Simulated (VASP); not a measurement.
# Eu (Im-3m) in VASP: a series of runs

Eu is run at these levels: r2SCAN; tasks: single point.

Everything below comes from runs of VASP 6.6.1. Logs are shortened: lines on timing, memory, paths and dates and some standing lists are left out, and cuts for length are marked.

### 1 The cell of the first run

It takes space group Im-3m (No. 229, cubic). Conventional cell: a = 4.455 Å, b = 4.455 Å, c = 4.455 Å, α = 90.00°, β = 90.00°, γ = 90.00°. Eu (site symmetry m-3m) has 14 Eu at 3.86 to 4.45 Å within 5.1 Å.

### 2 Single point, r2SCAN, collinear spin, ferromagnetic start

POSCAR reads:

```
Eu
1.0
   -2.2274745855      2.2274745855      2.2274745855
    2.2274745855     -2.2274745855      2.2274745855
    2.2274745855      2.2274745855     -2.2274745855
Eu
1
Direct
    0.0000000000      0.0000000000      0.0000000000
```

INCAR.step1 reads:

```
PREC = Accurate
ENCUT = 520
ISMEAR = -1
SIGMA = 0.05
LREAL = F
LASPH = T
NELM = 150
ISPIN = 2
MAGMOM = 7.31
LMAXMIX = 6
NBANDS = 18
GGA = PE
ALGO = Normal
EDIFF = 1E-4
LWAVE = T
LCHARG = F
```

INCAR.step2 reads:

```
PREC = Accurate
ENCUT = 520
EDIFF = 1E-6
ISMEAR = -1
SIGMA = 0.05
LREAL = F
LASPH = T
NELM = 150
ALGO = Normal
ISIF = 2
LWAVE = F
LCHARG = T
ISPIN = 2
MAGMOM = 7.31
LORBIT = 11
LMAXMIX = 6
METAGGA = R2SCAN
LMIXTAU = T
LELF = T
LVHAR = T
NBANDS = 18
ISTART = 1
```

KPOINTS reads:

```
regular mesh
0
Gamma
  11 11 11
```

Potentials or basis: VASP PAW PBE potentials, release 64 (Eu).

Command:

```bash
$ cat potpaw_PBE.64/Eu/POTCAR > POTCAR
$ cp INCAR.step1 INCAR
$ mpirun -np 1 vasp_std > vasp.out
$ cp INCAR.step2 INCAR
$ mpirun -np 1 vasp_std > vasp.out
```

OUTCAR:

```text
PREC = Accurate
   ENCUT = 520
   EDIFF = 1E-6
   ISMEAR = -1
   LREAL = F
   LASPH = T
   NELM = 150
   ISIF = 2
   ISPIN = 2
   LORBIT = 11
   METAGGA = R2SCAN
   ISTART = 1

 ion  position               nearest neighbor table
   1  0.000  0.000  0.000-

  LATTYP: Found a body centered cubic cell.
 ALAT       =     4.4549491710

  Lattice vectors:

 A1 = (  -2.2274745855,   2.2274745855,   2.2274745855)
 A2 = (   2.2274745855,  -2.2274745855,   2.2274745855)
 A3 = (   2.2274745855,   2.2274745855,  -2.2274745855)

Analysis of symmetry for initial positions (statically):
=====================================================================
 Subroutine PRICEL returns:
 Original cell was already a primitive cell.

 Routine SETGRP: Setting up the symmetry group for a
 body centered cubic supercell.

 Subroutine GETGRP returns: Found 48 space group operations
 (whereof 48 operations were pure point group operations)
 out of a pool of 48 trial point group operations.

The static configuration has the point symmetry O_h .

Analysis of symmetry for dynamics (positions and initial velocities):
=====================================================================
 Subroutine PRICEL returns:
 Original cell was already a primitive cell.

 Routine SETGRP: Setting up the symmetry group for a
 body centered cubic supercell.

 Subroutine GETGRP returns: Found 48 space group operations
 (whereof 48 operations were pure point group operations)
 out of a pool of 48 trial point group operations.

The dynamic configuration has the point symmetry O_h .

Analysis of structural, dynamic, and magnetic symmetry:
=====================================================================
 Subroutine PRICEL returns:
 Original cell was already a primitive cell.

 Routine SETGRP: Setting up the symmetry group for a
 body centered cubic supercell.

 Subroutine GETGRP returns: Found 48 space group operations
 (whereof 48 operations were pure point group operations)
 out of a pool of 48 trial point group operations.

The overall configuration has the point symmetry O_h .

 Subroutine INISYM returns: Found 48 space group operations
 (whereof 48 operations are pure point group operations),
 and found     1 'primitive' translations

----------------------------------------------------------------------------------------

                                     Primitive cell

  volume of cell :      44.2077

  direct lattice vectors                    reciprocal lattice vectors
[... 100 lines left out ...]
   ISMEAR =    -1;   SIGMA  =   0.05  broadening in eV -4-tet -1-fermi 0-gaus
   EFERMI_NEDOS =   21; number of points for ismear=-14 and -15
   IALGO  =     38    algorithm
   IMIX   =      4    mixing-type and parameters
     AMIX     =   0.40;   BMIX     =  1.00
     AMIX_MAG =   1.60;   BMIX_MAG =  1.00
  volume/ion in A,a.u.               =      44.21       298.33
  Fermi-wavevector in a.u.,A,eV,Ry     =   1.190488  2.249696 19.283018  1.417262
  Thomas-Fermi vector in A             =   2.326572
   LORBIT       =     11    0 simple, 1 ext, 2 COOP (PROOUT), +10 PAW based schemes
   METAGGA = R2SCAN    functional components
   LHFCALC =     F    Hartree Fock is set to
   AEXX    =    0.0000 exact exchange contribution
   IVDW    =     0    specifies the selected vdW correction
   LEPSILON=     F    determine dielectric tensor
   LRPA    =     F    only Hartree local field effects (RPA)
 spin polarized calculation
  energy-cutoff  :      520.00
  volume of cell :       44.21
 maximum number of plane-waves:      1207
 NGX is ok and might be reduce to    30
   NGX = 15   NGY = 15   NGZ = 15

 number of electron      16.9999996 magnetization       7.8481310

 Free energy of the ion-electron system (eV)
  ---------------------------------------------------
  ext. energy  EPLUGINS =         0.00000000
  ---------------------------------------------------
  free energy    TOTEN  =       -39.66878761 eV

  energy without entropy =      -39.65398701  energy(sigma->0) =      -39.66138731

 E-fermi :   1.9546     XC(G=0):  -9.0532

 val. band max:        1.9424137165   @ k =   0.2727   0.1818   0.0909
 cond. band min:       1.9651906393   @ k =   0.3636   0.1818   0.0000
 fundamental gap:      0.0227769227
 Fermi energy:         1.9546372309

 spin component 1

 k-point     1 :       0.0000    0.0000    0.0000
  band No.  band energies     occupation
      1     -41.2347      1.00000
      2     -19.2220      1.00000
      3     -19.2220      1.00000
      4     -19.2219      1.00000
      5      -2.9487      1.00000
      6       1.3229      1.00000
[... 493 lines left out ...]
     17       7.4563      0.00000
     18       8.5647      0.00000

 [... further k-points ...]

 spin component 2

 k-point     1 :       0.0000    0.0000    0.0000
  band No.  band energies     occupation
      1     -37.4524      1.00000
      2     -16.4780      1.00000
      3     -16.4780      1.00000
      4     -16.4780      1.00000
      5      -1.1392      1.00000
      6       5.1946      0.00000
[... 493 lines left out ...]
     17       9.5086      0.00000
     18      10.3938      0.00000

 [... further k-points ...]

------------------------ aborting loop because EDIFF is reached ----------------------------------------

  FORCE on cell =-STRESS in cart. coord.  units (eV):
  Direction    XX          YY          ZZ          XY          YZ          ZX
  --------------------------------------------------------------------------------------
  -------------------------------------------------------------------------------------
  Total       -0.1224458     -0.1224458     -0.1224458     -0.0000000     -0.0000000     -0.0000000
  in kB       -4.4376808     -4.4376808     -4.4376808     -0.0000000     -0.0000000     -0.0000000
  external PRESSURE =      -4.4376808 kB  Pullay stress =       0.0000000 kB

 VOLUME and BASIS-vectors are now :
 -----------------------------------------------------------------------------
  energy-cutoff  :      520.00
  volume of cell :       44.21
      direct lattice vectors                 reciprocal lattice vectors
    -2.227474585  2.227474585  2.227474585     0.000000000  0.224469452  0.224469452
     2.227474585 -2.227474585  2.227474585     0.224469452  0.000000000  0.224469452
     2.227474585  2.227474585 -2.227474585     0.224469452  0.224469452  0.000000000

 POSITION                                       TOTAL-FORCE (eV/Angst)
 -----------------------------------------------------------------------------------
      0.00000      0.00000      0.00000        -0.000000      0.000000      0.000000
 -----------------------------------------------------------------------------------
    total drift:                               -0.000000     -0.000000      0.000000

  FREE ENERGIE OF THE ION-ELECTRON SYSTEM (eV)
  ---------------------------------------------------
  free  energy   TOTEN  =       -39.6687876141 eV

  energy  without entropy=      -39.6539870087  energy(sigma->0) =      -39.66138731

 total charge

# of ion       s       p       d       f       tot
--------------------------------------------------
    1        2.079   5.765   0.270   6.679  14.793

 magnetization (x)

# of ion       s       p       d       f       tot
--------------------------------------------------
    1       -0.009  -0.145   0.201   6.678   6.725
```

OUTCAR.step1:

```text
PREC = Accurate
   ENCUT = 520
   ISMEAR = -1
   LREAL = F
   LASPH = T
   NELM = 150
[... 1243 lines left out ...]

 POSITION                                       TOTAL-FORCE (eV/Angst)
 -----------------------------------------------------------------------------------
      0.00000      0.00000      0.00000        -0.000000      0.000000     -0.000000
 -----------------------------------------------------------------------------------
    total drift:                               -0.000000     -0.000000      0.000000

  FREE ENERGIE OF THE ION-ELECTRON SYSTEM (eV)
  ---------------------------------------------------
  free  energy   TOTEN  =       -11.4377653328 eV

  energy  without entropy=      -11.4247442792  energy(sigma->0) =      -11.43125481
```

Wall time 4.2 min (1 thread of AMD EPYC 9R45 (Zen 5), shared host); peak memory 0.22 GiB.

Results:

- Free energy: -39.6688 eV
- Pressure: -0.4 GPa
- Net moment: 7.85 μB per cell
- Site moments: Eu +6.72 μB
- Valence electrons inside the program's atomic spheres: Eu 14.79

Caveat: the PAW data sets were made with another functional, which shifts forces and pressure a little; spin-orbit coupling is left out, which moves the levels of the heavy elements; semilocal functionals describe open f shells poorly, which spoils levels, moments and volumes. The state reached can hang on the start; a lower one may exist.

### 3 Single point, r2SCAN, collinear spin, ferromagnetic start

POSCAR is that of step 2.

INCAR.step1 reads:

```
SYSTEM = Eu
PREC = Accurate
ENCUT = 520
ISMEAR = -1
SIGMA = 0.05
LREAL = .FALSE.
LASPH = .TRUE.
NELM = 150
ISPIN = 2
MAGMOM = 7.31
LMAXMIX = 6
NBANDS = 18
GGA = PE
ALGO = Normal
EDIFF = 1E-4
LWAVE = .TRUE.
LCHARG = .FALSE.
```

INCAR.step2 reads:

```
SYSTEM = Eu
PREC = Accurate
ENCUT = 520
EDIFF = 1E-7
ISMEAR = -1
SIGMA = 0.05
LREAL = .FALSE.
LASPH = .TRUE.
NELM = 150
ALGO = Normal
ISIF = 2
LWAVE = .FALSE.
LCHARG = .FALSE.
ISPIN = 2
MAGMOM = 7.31
LORBIT = 11
LMAXMIX = 6
METAGGA = R2SCAN
LMIXTAU = .TRUE.
NBANDS = 18
ISTART = 1
```

KPOINTS reads:

```
Automatic mesh
0
G
  13 13 13
  0 0 0
```

Potentials or basis: VASP PAW PBE potentials, release 64 (Eu).

Command:

```bash
$ cat potpaw_PBE.64/Eu/POTCAR > POTCAR
$ cp INCAR.step1 INCAR
$ mpirun -np 1 vasp_std > vasp.out
$ cp INCAR.step2 INCAR
$ mpirun -np 1 vasp_std > vasp.out
```

It took 6.4 min on 1 thread of AMD EPYC 9R45 (Zen 5), shared host; peak memory 0.25 GiB.

The run converged. Its results:

| Quantity | Value |
| --- | --- |
| Free energy | -39.6687 eV |
| Pressure | -0.5 GPa |
| Net moment | 7.84 μB per cell |
| Site moments | Eu +6.72 μB |
| Valence electrons inside the program's atomic spheres | Eu 14.79 |

Levels at points of the mesh, in eV from the Fermi level:
Spin up:
```
           k point  band 8  band 9  band 10  band 11  band 12  band 13  band 14  band 15  band 16  band 17
(0.00, 0.00, 0.00)   -0.63   -0.53    -0.53    -0.53    -0.51     1.96     1.96     1.96     3.48     3.48
```
Spin down:
```tsv
k point	band 3	band 4	band 5	band 6	band 7	band 8
(0.00, 0.00, 0.00)	-18.44	-18.44	-3.10	3.23	3.23	3.23
```

Caveat: the PAW data sets were made with another functional, which shifts forces and pressure a little; spin-orbit coupling is left out, which moves the levels of the heavy elements; semilocal functionals describe open f shells poorly, which spoils levels, moments and volumes.
